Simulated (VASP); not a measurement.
# Al (C2/m) in VASP: further runs

Al is run at these levels: PBE; tasks: single point, relaxation of cell and atoms.

All numbers are computed with VASP 6.6.1; they aren't measurements. Logs are shortened: lines on timing, memory, paths and dates and some standing lists are left out, and cuts for length are marked.

## (1) The cell of the first run

It takes space group C2/m (No. 12, monoclinic). The conventional cell has a = 2.801 Å, b = 3.783 Å, c = 2.470 Å, α = 90.00°, β = 118.80°, γ = 90.00°. Within 3.1 Å of Al (site symmetry 2/m) lie 14 Al at 2.35 to 2.88 Å.

The cell was built from a structure type or drawn by symmetry, and may not be a known phase.

## (2) Single point, PBE

INCAR

```
PREC = Accurate ; ENCUT = 520
EDIFF = 1E-6 ; ISMEAR = 0
SIGMA = 0.1 ; LREAL = F
LASPH = T ; NELM = 100
ALGO = Fast ; ISIF = 2
LWAVE = F ; LCHARG = T
GGA = PE ; LELF = T
LVHAR = T ; NBANDS = 8
```

KPOINTS

```
regular mesh
0
Gamma
  8 8 8
```

POSCAR

```
Al
1.0
    1.4004893000     -1.8914252000      0.0000000000
    1.4004893000      1.8914252000      0.0000000000
   -1.1900103400      0.0000000000      2.1641915500
Al
1
Direct
    0.0000000000      0.0000000000      0.5000000000
```

Potentials or basis: VASP PAW PBE potentials, release 64 (Al).

On the command line:

```sh
cat potpaw_PBE.64/Al/POTCAR > POTCAR
mpirun -np 1 vasp_std > vasp.out
```

OUTCAR:

```text
PREC = Accurate
   ENCUT = 520
   EDIFF = 1E-6
   ISMEAR = 0
   LREAL = F
   LASPH = T
   NELM = 100
   ISIF = 2
   GGA = PE

 ion  position               nearest neighbor table
   1  0.000  0.000  0.500-

  LATTYP: Found a base centered monoclinic cell.
 ALAT       =     2.8009786000
 B/A-ratio  =     1.3505459842
 C/A-ratio  =     0.8817587447
 COS(beta)  =    -0.4818270400

  Lattice vectors:

 A1 = (   1.4004893000,  -1.8914252000,   0.0000000000)
 A2 = (   1.4004893000,   1.8914252000,   0.0000000000)
 A3 = (  -1.1900103400,   0.0000000000,   2.1641915500)

Analysis of symmetry for initial positions (statically):
=====================================================================
 Subroutine PRICEL returns:
 Original cell was already a primitive cell.

 Routine SETGRP: Setting up the symmetry group for a
 base centered monoclinic supercell.

 Subroutine GETGRP returns: Found  4 space group operations
 (whereof  4 operations were pure point group operations)
 out of a pool of  4 trial point group operations.

The static configuration has the point symmetry C_2h.

Analysis of symmetry for dynamics (positions and initial velocities):
=====================================================================
 Subroutine PRICEL returns:
 Original cell was already a primitive cell.

 Routine SETGRP: Setting up the symmetry group for a
 base centered monoclinic supercell.

 Subroutine GETGRP returns: Found  4 space group operations
 (whereof  4 operations were pure point group operations)
 out of a pool of  4 trial point group operations.

The dynamic configuration has the point symmetry C_2h.

 Subroutine INISYM returns: Found  4 space group operations
 (whereof  4 operations are pure point group operations),
 and found     1 'primitive' translations

----------------------------------------------------------------------------------------

                                     Primitive cell

  volume of cell :      11.4655

  direct lattice vectors                    reciprocal lattice vectors
     1.400489300 -1.891425200  0.000000000     0.357018079 -0.264350924  0.196311277
     1.400489300  1.891425200  0.000000000     0.357018079  0.264350924  0.196311277
    -1.190010340  0.000000000  2.164191550     0.000000000  0.000000000  0.462066308

  length of vectors
     2.353478185  2.353478185  2.469787374     0.485676268  0.485676268  0.462066308

[... 74 lines left out ...]
   LSORBIT =      F    spin-orbit coupling
   LASPH  =      T    aspherical Exc in radial PAW
   ENCUT  =  520.0 eV  38.22 Ry    6.18 a.u.   4.38  4.38  4.59*2*pi/ulx,y,z
   NELM   =    100;   NELMIN=  2; NELMDL= -5     # of ELM steps
   EDIFF  = 0.1E-05   stopping-criterion for ELM
   LREAL  =      F    real-space projection
[... 7 lines left out ...]
   TEBEG  =    0.0;   TEEND  =   0.0 temperature during run
   PSTRESS=    0.0 pullay stress
   NELECT =       3.0000    total number of electrons
   NUPDOWN=      -1.0000    fix difference up-down
   EMIN   =  10.00;   EMAX   =-10.00  energy-range for DOS
   EFERMI =   0.00;   METHOD = LEGACY
   ISMEAR =     0;   SIGMA  =   0.10  broadening in eV -4-tet -1-fermi 0-gaus
   EFERMI_NEDOS =   21; number of points for ismear=-14 and -15
   IALGO  =     68    algorithm
   IMIX   =      4    mixing-type and parameters
     AMIX     =   0.40;   BMIX     =  1.00
     AMIX_MAG =   1.60;   BMIX_MAG =  1.00
  volume/ion in A,a.u.               =      11.47        77.37
  Fermi-wavevector in a.u.,A,eV,Ry     =   1.047089  1.978712 14.917371  1.096396
  Thomas-Fermi vector in A             =   2.181955
   LORBIT       =      0    0 simple, 1 ext, 2 COOP (PROOUT), +10 PAW based schemes
   GGA     = PE    functional components
   LHFCALC =     F    Hartree Fock is set to
   AEXX    =    0.0000 exact exchange contribution
   IVDW    =     0    specifies the selected vdW correction
   LEPSILON=     F    determine dielectric tensor
   LRPA    =     F    only Hartree local field effects (RPA)
 non-spin polarized calculation
 RMM-DIIS sequential band-by-band and
 Gauss-broadening in eV      SIGMA  =   0.10
  energy-cutoff  :      520.00
  volume of cell :       11.47
 maximum number of plane-waves:       318
 NGX is ok and might be reduce to    18
   NGX =  9   NGY =  9   NGZ =  9

 number of electron       3.0000000 magnetization

 Free energy of the ion-electron system (eV)
  ---------------------------------------------------
  ext. energy  EPLUGINS =         0.00000000
  ---------------------------------------------------
  free energy    TOTEN  =        -2.73019327 eV

  energy without entropy =       -2.72877489  energy(sigma->0) =       -2.72948408

 E-fermi :  12.1969     XC(G=0): -11.5939

 val. band max:       12.1682882614   @ k =  -0.1250   0.3750   0.3750
 cond. band min:      12.2454267884   @ k =   0.5000   0.3750   0.2500
 fundamental gap:      0.0771385270
 Fermi energy:        12.1969301347

 k-point     1 :       0.0000    0.0000    0.0000
  band No.  band energies     occupation
      1      -1.5077      2.00000
      2      25.3506      0.00000
      3      26.6329      0.00000
      4      28.6811      0.00000
      5      29.9997      0.00000
      6      32.0157      0.00000
      7      32.0925      0.00000
      8      33.3723      0.00000
[... 243 lines left out ...]
 k-point    24 :       0.2500    0.0000    0.1250
  band No.  band energies     occupation
      1       1.9388      2.00000
      2      14.6893      0.00000
      3      17.9007      0.00000
      4      24.9637      0.00000
      5      30.2396      0.00000
      6      32.6027      0.00000
      7      35.2580      0.00000
      8      39.8033      0.00000

 [... further k-points ...]

------------------------ aborting loop because EDIFF is reached ----------------------------------------

  FORCE on cell =-STRESS in cart. coord.  units (eV):
  Direction    XX          YY          ZZ          XY          YZ          ZX
  --------------------------------------------------------------------------------------
  -------------------------------------------------------------------------------------
  Total        4.7227957      6.6381558      3.0486101      0.0000000      0.0000000     -0.8738902
  in kB      659.9561504    927.6056092    426.0080486      0.0000000      0.0000000   -122.1160582
  external PRESSURE =     671.1899361 kB  Pullay stress =       0.0000000 kB

 VOLUME and BASIS-vectors are now :
 -----------------------------------------------------------------------------
  energy-cutoff  :      520.00
  volume of cell :       11.47
      direct lattice vectors                 reciprocal lattice vectors
     1.400489300 -1.891425200  0.000000000     0.357018079 -0.264350924  0.196311277
     1.400489300  1.891425200  0.000000000     0.357018079  0.264350924  0.196311277
    -1.190010340  0.000000000  2.164191550     0.000000000  0.000000000  0.462066308

 POSITION                                       TOTAL-FORCE (eV/Angst)
 -----------------------------------------------------------------------------------
     -0.59501      0.00000      1.08210         0.000000     -0.000000      0.000000
 -----------------------------------------------------------------------------------
    total drift:                                0.000000      0.000000     -0.000000

  FREE ENERGIE OF THE ION-ELECTRON SYSTEM (eV)
  ---------------------------------------------------
  free  energy   TOTEN  =        -2.7301932699 eV

  energy  without entropy=       -2.7287748902  energy(sigma->0) =       -2.72948408
```

Run time: 6.2 s. Hardware: 1 thread of AMD EPYC 9R45 (Zen 5), shared host; peak memory 0.09 GiB.

What came out:

- Free energy: -2.7302 eV
- Pressure: 67.1 GPa
- Band gap on the k mesh: zero (an odd number of electrons rules out a gap without spin polarisation)

Caveat: the k points lie up to 0.38 Å⁻¹ apart, too coarse for converged energies and pressures of a metal.

## (3) Relaxation of cell and atoms, PBE

INCAR

```
  PREC = Accurate
  ENCUT = 600
  EDIFF = 1E-6
  ISMEAR = 0
  SIGMA = 0.1
  LREAL = F
  LASPH = T
  NELM = 100
  ALGO = Fast
  ISIF = 3
  LWAVE = F
  LCHARG = F
  GGA = PE
  IBRION = 2
  NSW = 90
  EDIFFG = -0.04
```

KPOINTS

```
Automatic mesh
0
Gamma
  8 8 8
```

POSCAR is that of step 2.

Potentials or basis: VASP PAW PBE potentials, release 64 (Al).

On the command line:

```sh
cat potpaw_PBE.64/Al/POTCAR > POTCAR
mpirun -np 1 vasp_std > vasp.out
```

Run time: 51 s. Hardware: 1 thread of AMD EPYC 9R45 (Zen 5), shared host; peak memory 0.1 GiB.

The run converged. Its results:

| Property | Result |
| --- | --- |
| Free energy | -3.6515 eV |
| Relaxed volume | 17.04 Å³/atom |
| Relaxed cell | a = 2.816 Å, b = 2.816 Å, c = 2.734 Å, α = 104.07°, β = 104.07°, γ = 117.29° |
| Space group after relaxing (to 0.1 Å) | C2/m (No. 12) |
| Energy gained by relaxing | 921.1 meV/atom |
| Ionic steps | 24 |
| Pressure after relaxing | 0.0 GPa |
| Band gap on the k mesh | zero (an odd number of electrons rules out a gap without spin polarisation) |

Stress tensor (GPa, compression positive):
```
-0.08  0.00 -0.07
 0.00 -0.05  0.00
-0.07  0.00  0.01
```

The path:
```tsv
step	energy change (eV)	largest force (eV/Å)	pressure (GPa)	volume (Å³)
1	0.0000	0.0000	67.12	11.47
2	-0.7327	0.0000	-9.35	21.29
3	-0.8897	0.0000	0.67	16.81
4	-0.8898	0.0000	0.14	16.93
5	-0.8935	0.0000	-0.07	17.01
6	-0.9004	0.0000	-0.42	17.24
7	-0.9029	0.0000	-0.32	17.24
8	-0.9049	0.0000	-0.16	17.24
9	-0.9055	0.0000	0.04	17.23
10	-0.9071	0.0000	0.00	17.23
11	-0.9081	0.0000	-0.01	17.23
12	-0.9084	0.0000	0.02	17.23
13	-0.9094	0.0000	0.11	17.22
14	-0.9108	0.0000	-0.01	17.23
15	-0.9147	0.0000	-0.30	17.24
16	-0.9191	0.0000	-0.90	17.25
17	-0.9192	0.0000	-0.84	17.25
18	-0.9192	0.0000	-0.86	17.25
19	-0.9201	0.0000	-0.43	17.13
20	-0.9205	0.0000	0.06	17.00
21	-0.9207	0.0000	0.10	17.00
22	-0.9210	0.0000	0.21	16.99
23	-0.9210	0.0000	0.19	16.99
24	-0.9211	0.0000	-0.04	17.04
```

Final structure:
```
Al
1.0
     1.46530   -2.40489   -0.00818
     1.46530    2.40489   -0.00818
    -1.26449    0.00000    2.42452
Al
1
Direct
  0.00000 0.00000 0.50000
```

Levels at points of the mesh, in eV from the Fermi level:
| k point | band 1 | band 2 | band 3 | band 4 | band 5 |
| --- | --- | --- | --- | --- | --- |
| (0.00, 0.00, 0.00) | -10.84 | 10.92 | 12.79 | 13.56 | 14.29 |
| (0.50, 0.00, 0.00) | -4.09 | -3.67 | 7.47 | 7.47 | 9.41 |
| (0.50, 0.50, 0.00) | -4.62 | -4.54 | 9.47 | 9.97 | 13.10 |
| (0.00, 0.00, 0.50) | -4.71 | -4.58 | 10.39 | 10.79 | 12.58 |
| (0.50, 0.00, 0.50) | -3.54 | -2.64 | 6.40 | 7.04 | 8.81 |
| (0.50, 0.50, 0.50) | 0.58 | 0.61 | 2.24 | 2.38 | 5.10 |

Caveat: the k points lie up to 0.34 Å⁻¹ apart in the final cell, too coarse for converged energies and pressures of a metal; the volume moved by over 15 % at a fixed basis, so the end points are rough.
